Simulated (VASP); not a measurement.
# Sr in VASP: further runs

Runs on Sr. Level: PBE. Tasks: relaxation of shape and atoms at fixed volume, single point.

Everything below comes from runs of VASP 6.6.1. Logs are shortened: lines on timing, memory, paths and dates and some standing lists are left out, and cuts for length are marked.

### 1 The cell of the first run

The structure is hexagonal, space group P6_3/mmc (No. 194). Conventional cell: a = 4.132 Å, b = 4.132 Å, c = 13.544 Å, α = 90.00°, β = 90.00°, γ = 120.00°. Within 5.4 Å of Sr (site symmetry -3m) lie 12 Sr at 4.13 to 4.14 Å. Sr (site symmetry -6m2) has 12 Sr at 4.13 to 4.14 Å within 5.4 Å.

This isn't the form of Sr at room conditions, which is fcc.

### 2 Relaxation of shape and atoms at fixed volume, PBE (50.08 Å³/atom)

Input file INCAR:

```
ALGO = Fast ; EDIFF = 1E-6
EDIFFG = -0.01 ; ENCUT = 600
GGA = PE ; IBRION = 2
ISIF = 4 ; ISMEAR = 0
LASPH = True ; LCHARG = False
LREAL = False ; LWAVE = False
NELM = 60 ; NSW = 50
PREC = Accurate ; SIGMA = 0.1
```

Input file KPOINTS:

```
k-points
0
Gamma
  12 12 4
```

Input file POSCAR:

```
Sr
1.0
    4.1323895565      0.0000000000      0.0000000000
   -2.0661947782      3.5787543342      0.0000000000
    0.0000000000      0.0000000000     13.5442225123
Sr
4
Direct
    0.0000000000      0.0000000000      0.0000000000
    0.3333333333      0.6666666667      0.2500000000
    0.0000000000      0.0000000000      0.5000000000
    0.6666666667      0.3333333333      0.7500000000
```

Potentials or basis: VASP PAW PBE potentials, release 64 (Sr_sv).

Launch:

```
cat potpaw_PBE.64/Sr_sv/POTCAR > POTCAR
mpirun -np 1 vasp_std > vasp.out
```

OUTCAR:

```text
EDIFF = 1E-6
   EDIFFG = -0.01
   ENCUT = 600
   GGA = PE
   IBRION = 2
   ISIF = 4
   ISMEAR = 0
   LASPH = True
   LREAL = False
   NELM = 60
   NSW = 50
   PREC = Accurate

 ion  position               nearest neighbor table
   1  0.000  0.000  0.000-   2 4.14   4 4.14   2 4.14   4 4.14   4 4.14   2 4.14
   2  0.333  0.667  0.250-   1 4.14   3 4.14   1 4.14   3 4.14   1 4.14   3 4.14
   3  0.000  0.000  0.500-   2 4.14   4 4.14   2 4.14   4 4.14   4 4.14   2 4.14
   4  0.667  0.333  0.750-   1 4.14   3 4.14   1 4.14   3 4.14   1 4.14   3 4.14

  LATTYP: Found a hexagonal cell.
 ALAT       =     4.1323895565
 C/A-ratio  =     3.2775764064

  Lattice vectors:

 A1 = (   4.1323895565,   0.0000000000,   0.0000000000)
 A2 = (  -2.0661947782,   3.5787543342,   0.0000000000)
 A3 = (   0.0000000000,   0.0000000000,  13.5442225123)

Analysis of symmetry for initial positions (statically):
=====================================================================
 Subroutine PRICEL returns:
 Original cell was already a primitive cell.

 Routine SETGRP: Setting up the symmetry group for a
 hexagonal supercell.

 Subroutine GETGRP returns: Found 24 space group operations
 (whereof 12 operations were pure point group operations)
 out of a pool of 24 trial point group operations.

The static configuration has the point symmetry D_3d.
 The point group associated with its full space group is D_6h.

Analysis of symmetry for dynamics (positions and initial velocities):
=====================================================================
 Subroutine PRICEL returns:
 Original cell was already a primitive cell.

 Routine SETGRP: Setting up the symmetry group for a
 hexagonal supercell.

 Subroutine GETGRP returns: Found 24 space group operations
 (whereof 12 operations were pure point group operations)
 out of a pool of 24 trial point group operations.

The dynamic configuration has the point symmetry D_3d.
 The point group associated with its full space group is D_6h.

 Subroutine INISYM returns: Found 24 space group operations
 (whereof 12 operations are pure point group operations),
 and found     1 'primitive' translations

----------------------------------------------------------------------------------------

                                     Primitive cell

  volume of cell :     200.3029

  direct lattice vectors                    reciprocal lattice vectors
     4.132389556  0.000000000  0.000000000     0.241990738  0.139713418  0.000000000
    -2.066194778  3.578754334  0.000000000     0.000000000  0.279426836  0.000000000
     0.000000000  0.000000000 13.544222512     0.000000000  0.000000000  0.073832219

  length of vectors
     4.132389556  4.132389556 13.544222512     0.279426836  0.279426836  0.073832219

  position of ions in fractional coordinates (direct lattice)
     0.000000000  0.000000000  0.000000000
     0.333333333  0.666666667  0.250000000
     0.000000000  0.000000000  0.500000000
     0.666666667  0.333333333  0.750000000

  ion indices of the primitive-cell ions
   primitive index   ion index
                 1           1
                 2           2
                 3           3
                 4           4

----------------------------------------------------------------------------------------

 KPOINTS: k-points

Automatic generation of k-mesh.
 Grid dimensions read from file:
 generate k-points for:   12   12    4

 Generating k-lattice:

  Cartesian coordinates                     Fractional coordinates (reciprocal lattice)
     0.020165895  0.011642785  0.000000000     0.083333333  0.000000000  0.000000000
     0.000000000  0.023285570  0.000000000     0.000000000  0.083333333  0.000000000
     0.000000000  0.000000000  0.018458055     0.000000000  0.000000000  0.250000000

  Length of vectors
     0.023285570  0.023285570  0.018458055

  Shift w.r.t. Gamma in fractional coordinates (k-lattice)
     0.000000000  0.000000000  0.000000000

 Subroutine IBZKPT returns following result:
 ===========================================

 Found     57 irreducible k-points:

 Following reciprocal coordinates:
            Coordinates               Weight
  0.000000  0.000000  0.000000      1.000000
  0.083333  0.000000  0.000000      6.000000
  0.166667  0.000000  0.000000      6.000000
  0.250000  0.000000  0.000000      6.000000
  0.333333  0.000000  0.000000      6.000000
  0.416667  0.000000  0.000000      6.000000
[... 16 lines left out ...]
  0.250000  0.000000  0.250000     12.000000
  0.333333  0.000000  0.250000     12.000000
 [... further k-points ...]
   k-points           NKPTS =     57   k-points in BZ     NKDIM =     57   number of bands    NBANDS=     24
   number of dos      NEDOS =    301   number of ions     NIONS =      4
   total plane-waves  NPLWV = 139968
   dimension x,y,z NGX =    36 NGY =   36 NGZ =  108
   dimension x,y,z NGXF=    72 NGYF=   72 NGZF=  216
   ions per type =               4
   NGX,Y,Z   is equivalent  to a cutoff of  14.48, 14.48, 13.26 a.u.
   NGXF,Y,Z  is equivalent  to a cutoff of  28.97, 28.97, 26.51 a.u.
 SYSTEM =  unknown system
   PREC   = accura    normal or accurate (medium, high low for compatibility)
   ISTART =      0    job   : 0-new  1-cont  2-samecut
   ICHARG =      2    charge: 1-file 2-atom 10-const
   ISPIN  =      1    spin polarized calculation?
   LNONCOLLINEAR =      F non collinear calculations
   LSORBIT =      F    spin-orbit coupling
   LASPH  =      T    aspherical Exc in radial PAW
   ENCUT  =  600.0 eV  44.10 Ry    6.64 a.u.   8.25  8.25 27.05*2*pi/ulx,y,z
   NELM   =     60;   NELMIN=  2; NELMDL= -5     # of ELM steps
   EDIFF  = 0.1E-05   stopping-criterion for ELM
   LREAL  =      F    real-space projection
   EDIFFG = -.1E-01   stopping-criterion for IOM
   NSW    =     50    number of steps for IOM
   IBRION =      2    ionic relax: 0-MD 1-quasi-New 2-CG
   NFREE  =      1    steps in history (QN), initial steepest desc. (CG)
   ISIF   =      4    stress and relaxation
   ISYM   =      2    0-nonsym 1-usesym 2-fastsym
   POTIM  = 0.5000    time-step for ionic-motion
   TEBEG  =    0.0;   TEEND  =   0.0 temperature during run
   PSTRESS=    0.0 pullay stress
   NELECT =      40.0000    total number of electrons
   NUPDOWN=      -1.0000    fix difference up-down
   EMIN   =  10.00;   EMAX   =-10.00  energy-range for DOS
   EFERMI =   0.00;   METHOD = LEGACY
   ISMEAR =     0;   SIGMA  =   0.10  broadening in eV -4-tet -1-fermi 0-gaus
   EFERMI_NEDOS =   21; number of points for ismear=-14 and -15
   IALGO  =     68    algorithm
   IMIX   =      4    mixing-type and parameters
     AMIX     =   0.40;   BMIX     =  1.00
     AMIX_MAG =   1.60;   BMIX_MAG =  1.00
  volume/ion in A,a.u.               =      50.08       337.93
  Fermi-wavevector in a.u.,A,eV,Ry     =   0.956898  1.808275 12.458232  0.915654
  Thomas-Fermi vector in A             =   2.085868
   LORBIT       =      0    0 simple, 1 ext, 2 COOP (PROOUT), +10 PAW based schemes
   GGA     = PE    functional components
   LHFCALC =     F    Hartree Fock is set to
   AEXX    =    0.0000 exact exchange contribution
   IVDW    =     0    specifies the selected vdW correction
   LEPSILON=     F    determine dielectric tensor
   LRPA    =     F    only Hartree local field effects (RPA)
 conjugate gradient relaxation of ions
 non-spin polarized calculation
 RMM-DIIS sequential band-by-band and
 Gauss-broadening in eV      SIGMA  =   0.10
  energy-cutoff  :      600.00
  volume of cell :      200.30
 maximum number of plane-waves:      6710
 NGX is ok and might be reduce to    36
   NGX = 17   NGY = 17   NGZ = 55

 number of electron      40.0000000 magnetization

 Free energy of the ion-electron system (eV)
  ---------------------------------------------------
  ext. energy  EPLUGINS =         0.00000000
  ---------------------------------------------------
  free energy    TOTEN  =        -6.47972792 eV

  energy without entropy =       -6.45689793  energy(sigma->0) =       -6.46831292

 E-fermi :   1.9405     XC(G=0):  -7.6391

 val. band max:        1.9374585248   @ k =   0.3333   0.1667   0.0000
 cond. band min:       1.9467901572   @ k =   0.2500   0.1667   0.0000
 fundamental gap:      0.0093316324
 Fermi energy:         1.9404803141

 k-point     1 :       0.0000    0.0000    0.0000
  band No.  band energies     occupation
      1     -34.5185      2.00000
      2     -34.5086      2.00000
      3     -34.5070      2.00000
      4     -34.4971      2.00000
      5     -16.6556      2.00000
      6     -16.5251      2.00000
[... 16 lines left out ...]
     23       3.2263      0.00000
     24       4.2242      0.00000

 k-point     2 :       0.0833    0.0000    0.0000
  band No.  band energies     occupation
      1     -34.5172      2.00000
      2     -34.5077      2.00000
      3     -34.5060      2.00000
      4     -34.4964      2.00000
      5     -16.6495      2.00000
      6     -16.5267      2.00000
[... 16 lines left out ...]
     23       3.2206      0.00000
     24       4.0578      0.00000

 k-point     3 :       0.1667    0.0000    0.0000
  band No.  band energies     occupation
      1     -34.5136      2.00000
      2     -34.5050      2.00000
      3     -34.5033      2.00000
      4     -34.4947      2.00000
      5     -16.6323      2.00000
      6     -16.5356      2.00000
[... 16 lines left out ...]
     23       3.2083      0.00000
     24       3.5377      0.00000
[... 514 lines left out ...]
 k-point    23 :       0.2500    0.0000    0.2500
  band No.  band energies     occupation
      1     -34.5079      2.00000
      2     -34.5036      2.00000
      3     -34.4973      2.00000
      4     -34.4931      2.00000
      5     -16.6048      2.00000
      6     -16.5801      2.00000
[... 16 lines left out ...]
     23       2.9556      0.00000
     24       3.2570      0.00000

 k-point    24 :       0.3333    0.0000    0.2500
  band No.  band energies     occupation
      1     -34.5026      2.00000
      2     -34.4993      2.00000
      3     -34.4943      2.00000
      4     -34.4911      2.00000
      5     -16.6124      2.00000
      6     -16.5958      2.00000
[... 16 lines left out ...]
     23       2.5699      0.00000
     24       2.7244      0.00000

 [... further k-points ...]

------------------------ aborting loop because EDIFF is reached ----------------------------------------

  FORCE on cell =-STRESS in cart. coord.  units (eV):
  Direction    XX          YY          ZZ          XY          YZ          ZX
  --------------------------------------------------------------------------------------
  -------------------------------------------------------------------------------------
  Total        1.6155237      1.6155237      1.5930132      0.0000000     -0.0000000      0.0000000
  in kB       12.9222071     12.9222071     12.7421509      0.0000000     -0.0000000      0.0000000
  external PRESSURE =      12.8621884 kB  Pullay stress =       0.0000000 kB

 VOLUME and BASIS-vectors are now :
 -----------------------------------------------------------------------------
  energy-cutoff  :      600.00
  volume of cell :      200.30
      direct lattice vectors                 reciprocal lattice vectors
     4.132389556  0.000000000  0.000000000     0.241990738  0.139713418  0.000000000
    -2.066194778  3.578754334  0.000000000     0.000000000  0.279426836  0.000000000
     0.000000000  0.000000000 13.544222512     0.000000000  0.000000000  0.073832219

 POSITION                                       TOTAL-FORCE (eV/Angst)
 -----------------------------------------------------------------------------------
      0.00000      0.00000      0.00000         0.000000      0.000000      0.000000
     -0.00000      2.38584      3.38606         0.000000      0.000000     -0.000000
      0.00000      0.00000      6.77211         0.000000      0.000000      0.000000
      2.06619      1.19292     10.15817        -0.000000     -0.000000     -0.000000
 -----------------------------------------------------------------------------------
    total drift:                               -0.000000      0.000000      0.000000

  FREE ENERGIE OF THE ION-ELECTRON SYSTEM (eV)
  ---------------------------------------------------
  free  energy   TOTEN  =        -6.4797279199 eV

  energy  without entropy=       -6.4568979296  energy(sigma->0) =       -6.46831292

 reached required accuracy - stopping structural energy minimisation
```

It took 16 min on 1 thread of Intel Xeon 8259CL, shared host; peak memory 0.54 GiB.

What came out:

```
Free energy             : -6.4797 eV
Pressure after relaxing : 1.3 GPa
Band gap on the k mesh  : zero (bands 20 and 21 overlap by 0.17 eV)
```

Final structure:
```
Sr
1.0
     4.13239    0.00000    0.00000
    -2.06619    3.57875    0.00000
     0.00000    0.00000   13.54422
Sr
4
Direct
  0.00000 0.00000 0.00000
  0.33333 0.66667 0.25000
  0.00000 0.00000 0.50000
  0.66667 0.33333 0.75000
```

Caveat: the relaxation stopped at its first step, so nothing moved.

(Continued in part 2 of 2.)
